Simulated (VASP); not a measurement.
# Ca (Im-3m) in VASP: further runs

Ca is run at these levels: PBE; tasks: relaxation of cell and atoms.

Program: VASP 6.6.1. These are calculated values, not measurements. Logs are shortened: lines on timing, memory, paths and dates and some standing lists are left out, and cuts for length are marked.

## (1) The cell of the first run

Symmetry: Im-3m, No. 229, cubic system. The conventional cell has a = 4.385 Å, b = 4.385 Å, c = 4.385 Å, α = 90.00°, β = 90.00°, γ = 90.00°. Ca (site symmetry m-3m) has 14 Ca at 3.80 to 4.38 Å within 5.0 Å.

This isn't the form of Ca at room conditions, which is fcc.

## (2) Relaxation of cell and atoms, PBE

INCAR reads:

```
SYSTEM = Ca
PREC = Accurate
ENCUT = 600
EDIFF = 1E-7
ISMEAR = 0
SIGMA = 0.1
LREAL = .FALSE.
LASPH = .TRUE.
NELM = 80
ALGO = Normal
ISIF = 3
LWAVE = .FALSE.
LCHARG = .FALSE.
GGA = PE
IBRION = 2
NSW = 100
EDIFFG = -0.01
```

KPOINTS reads:

```
regular mesh
0
G
  18 18 18
  0 0 0
```

POSCAR reads:

```
Ca
1.0
   -2.1923479330      2.1923479330      2.1923479330
    2.1923479330     -2.1923479330      2.1923479330
    2.1923479330      2.1923479330     -2.1923479330
Ca
1
Direct
    0.0000000000      0.0000000000      0.0000000000
```

Potentials or basis: VASP PAW PBE potentials, release 64 (Ca_sv).

Run with:

```bash
$ cat potpaw_PBE.64/Ca_sv/POTCAR > POTCAR
$ mpirun -np 1 vasp_std > vasp.out
```

OUTCAR:

```text
SYSTEM = Ca
   PREC = Accurate
   ENCUT = 600
   EDIFF = 1E-7
   ISMEAR = 0
   LREAL = .FALSE.
   LASPH = .TRUE.
   NELM = 80
   ISIF = 3
   GGA = PE
   IBRION = 2
   NSW = 100
   EDIFFG = -0.01

 ion  position               nearest neighbor table
   1  0.000  0.000  0.000-

  LATTYP: Found a body centered cubic cell.
 ALAT       =     4.3846958660

  Lattice vectors:

 A1 = (  -2.1923479330,   2.1923479330,   2.1923479330)
 A2 = (   2.1923479330,  -2.1923479330,   2.1923479330)
 A3 = (   2.1923479330,   2.1923479330,  -2.1923479330)

Analysis of symmetry for initial positions (statically):
=====================================================================
 Subroutine PRICEL returns:
 Original cell was already a primitive cell.

 Routine SETGRP: Setting up the symmetry group for a
 body centered cubic supercell.

 Subroutine GETGRP returns: Found 48 space group operations
 (whereof 48 operations were pure point group operations)
 out of a pool of 48 trial point group operations.

The static configuration has the point symmetry O_h .

Analysis of symmetry for dynamics (positions and initial velocities):
=====================================================================
 Subroutine PRICEL returns:
 Original cell was already a primitive cell.

 Routine SETGRP: Setting up the symmetry group for a
 body centered cubic supercell.

 Subroutine GETGRP returns: Found 48 space group operations
 (whereof 48 operations were pure point group operations)
 out of a pool of 48 trial point group operations.

The dynamic configuration has the point symmetry O_h .

 Subroutine INISYM returns: Found 48 space group operations
 (whereof 48 operations are pure point group operations),
 and found     1 'primitive' translations

----------------------------------------------------------------------------------------

                                     Primitive cell

  volume of cell :      42.1491

  direct lattice vectors                    reciprocal lattice vectors
    -2.192347933  2.192347933  2.192347933     0.000000000  0.228065989  0.228065989
     2.192347933 -2.192347933  2.192347933     0.228065989  0.000000000  0.228065989
     2.192347933  2.192347933 -2.192347933     0.228065989  0.228065989  0.000000000

  length of vectors
     3.797258008  3.797258008  3.797258008     0.322534015  0.322534015  0.322534015

  position of ions in fractional coordinates (direct lattice)
[... 82 lines left out ...]
   NFREE  =      1    steps in history (QN), initial steepest desc. (CG)
   ISIF   =      3    stress and relaxation
   ISYM   =      2    0-nonsym 1-usesym 2-fastsym
   POTIM  = 0.5000    time-step for ionic-motion
   TEBEG  =    0.0;   TEEND  =   0.0 temperature during run
   PSTRESS=    0.0 pullay stress
   NELECT =      10.0000    total number of electrons
   NUPDOWN=      -1.0000    fix difference up-down
   EMIN   =  10.00;   EMAX   =-10.00  energy-range for DOS
   EFERMI =   0.00;   METHOD = LEGACY
   ISMEAR =     0;   SIGMA  =   0.10  broadening in eV -4-tet -1-fermi 0-gaus
   EFERMI_NEDOS =   21; number of points for ismear=-14 and -15
   IALGO  =     38    algorithm
   IMIX   =      4    mixing-type and parameters
     AMIX     =   0.40;   BMIX     =  1.00
     AMIX_MAG =   1.60;   BMIX_MAG =  1.00
  volume/ion in A,a.u.               =      42.15       284.44
  Fermi-wavevector in a.u.,A,eV,Ry     =   1.013473  1.915186 13.974908  1.027127
  Thomas-Fermi vector in A             =   2.146643
   LORBIT       =      0    0 simple, 1 ext, 2 COOP (PROOUT), +10 PAW based schemes
   GGA     = PE    functional components
   LHFCALC =     F    Hartree Fock is set to
   AEXX    =    0.0000 exact exchange contribution
   IVDW    =     0    specifies the selected vdW correction
   LEPSILON=     F    determine dielectric tensor
   LRPA    =     F    only Hartree local field effects (RPA)
 conjugate gradient relaxation of ions
 non-spin polarized calculation
 Gauss-broadening in eV      SIGMA  =   0.10
  energy-cutoff  :      600.00
  volume of cell :       42.15
 maximum number of plane-waves:      1435
   NGX = 15   NGY = 15   NGZ = 15

 number of electron      10.0000000 magnetization

 Free energy of the ion-electron system (eV)
  ---------------------------------------------------
  ext. energy  EPLUGINS =         0.00000000
  ---------------------------------------------------
  free energy    TOTEN  =        -1.91635067 eV

  energy without entropy =       -1.90698164  energy(sigma->0) =       -1.91166616

 E-fermi :   2.0286     XC(G=0):  -7.7384

 val. band max:        2.0175796540   @ k =  -0.4444  -0.4444   0.1667
 cond. band min:       2.0290144214   @ k =  -0.3889  -0.4444   0.2222
 fundamental gap:      0.0114347674
 Fermi energy:         2.0285848284

 k-point     1 :       0.0000    0.0000    0.0000
  band No.  band energies     occupation
      1     -40.0432      2.00000
      2     -20.9588      2.00000
      3     -20.9588      2.00000
      4     -20.9588      2.00000
      5      -2.0581      2.00000
      6       4.3107      0.00000
      7       4.3107      0.00000
      8       4.3107      0.00000
      9       5.3659      0.00000
[... 265 lines left out ...]
 k-point    24 :       0.3889    0.1111    0.0000
  band No.  band energies     occupation
      1     -40.0282      2.00000
      2     -21.0906      2.00000
      3     -21.0093      2.00000
      4     -20.9648      2.00000
      5       0.9723      2.00000
      6       2.2407      0.00271
      7       3.3052      0.00000
      8       5.2258      0.00000
      9       5.6366      0.00000

 [... further k-points ...]

------------------------ aborting loop because EDIFF is reached ----------------------------------------

  FORCE on cell =-STRESS in cart. coord.  units (eV):
  Direction    XX          YY          ZZ          XY          YZ          ZX
  --------------------------------------------------------------------------------------
  -------------------------------------------------------------------------------------
  Total        0.0060479      0.0060479      0.0060479      0.0000000     -0.0000000      0.0000000
  in kB        0.2298934      0.2298934      0.2298934      0.0000000     -0.0000000      0.0000000
  external PRESSURE =       0.2298934 kB  Pullay stress =       0.0000000 kB

 VOLUME and BASIS-vectors are now :
 -----------------------------------------------------------------------------
  energy-cutoff  :      600.00
  volume of cell :       42.15
      direct lattice vectors                 reciprocal lattice vectors
    -2.192347933  2.192347933  2.192347933     0.000000000  0.228065989  0.228065989
     2.192347933 -2.192347933  2.192347933     0.228065989  0.000000000  0.228065989
     2.192347933  2.192347933 -2.192347933     0.228065989  0.228065989  0.000000000

 POSITION                                       TOTAL-FORCE (eV/Angst)
 -----------------------------------------------------------------------------------
      0.00000      0.00000      0.00000         0.000000      0.000000      0.000000
 -----------------------------------------------------------------------------------
    total drift:                               -0.000000     -0.000000      0.000000

  FREE ENERGIE OF THE ION-ELECTRON SYSTEM (eV)
  ---------------------------------------------------
  free  energy   TOTEN  =        -1.9163506725 eV

  energy  without entropy=       -1.9069816407  energy(sigma->0) =       -1.91166616

 reached required accuracy - stopping structural energy minimisation
```

OSZICAR:

```text
N       E                     dE             d eps       ncg     rms          rms(c)
DAV:   1     0.677920727532E+02    0.67792E+02   -0.54878E+03  3510   0.112E+03
DAV:   2    -0.494490594685E+00   -0.68287E+02   -0.67969E+02  3589   0.240E+02
DAV:   3    -0.186530476423E+01   -0.13708E+01   -0.13599E+01  5557   0.356E+01
DAV:   4    -0.192411215062E+01   -0.58807E-01   -0.58699E-01  5171   0.556E+00
DAV:   5    -0.192533869654E+01   -0.12265E-02   -0.12258E-02  5919   0.527E-01    0.219E+00
DAV:   6    -0.191795314542E+01    0.73856E-02   -0.13244E-02  4934   0.142E+00    0.134E+00
DAV:   7    -0.191677831337E+01    0.11748E-02   -0.18402E-02  4602   0.184E+00    0.100E-01
DAV:   8    -0.191633010004E+01    0.44821E-03   -0.20376E-03  4399   0.492E-01    0.186E-02
DAV:   9    -0.191635008331E+01   -0.19983E-04   -0.95724E-05  5704   0.777E-02    0.618E-03
DAV:  10    -0.191635137663E+01   -0.12933E-05   -0.85726E-06  5108   0.349E-02    0.170E-03
DAV:  11    -0.191635051420E+01    0.86243E-06   -0.50169E-07  5247   0.895E-03    0.176E-03
DAV:  12    -0.191635067468E+01   -0.16049E-06   -0.93188E-08  3679   0.360E-03    0.268E-04
DAV:  13    -0.191635067255E+01    0.21361E-08   -0.10683E-08  2498   0.911E-04
   1 F= -.19163507E+01 E0= -.19116662E+01  d E =-.191635E+01
```

Run time: 2.4 min. Hardware: 1 thread of Intel Xeon 8259CL, shared host; peak memory 0.24 GiB.

Results:

```
Free energy             : -1.9164 eV
Pressure after relaxing : 0.0 GPa
Band gap on the k mesh  : zero (bands 5 and 6 overlap by 0.29 eV)
```

Final structure:
```
Ca
1.0
    -2.19235    2.19235    2.19235
     2.19235   -2.19235    2.19235
     2.19235    2.19235   -2.19235
Ca
1
Direct
  0.00000 0.00000 0.00000
```

Levels at points of the mesh, in eV from the Fermi level:
```
           k point  band 1  band 2  band 3  band 4  band 5  band 6  band 7  band 8  band 9
(0.00, 0.00, 0.00)  -42.07  -22.99  -22.99  -22.99   -4.09    2.28    2.28    2.28    3.34
(0.50, 0.00, 0.00)  -42.06  -23.13  -23.03  -22.99   -0.92   -0.04    1.32    3.24    3.61
(0.50, 0.50, 0.50)  -42.05  -23.09  -23.09  -23.09    0.03    0.03    3.91    3.91    3.91
```

Caveat: the relaxation stopped at its first step, so nothing moved.

(Part 1 of 2 ends here.)
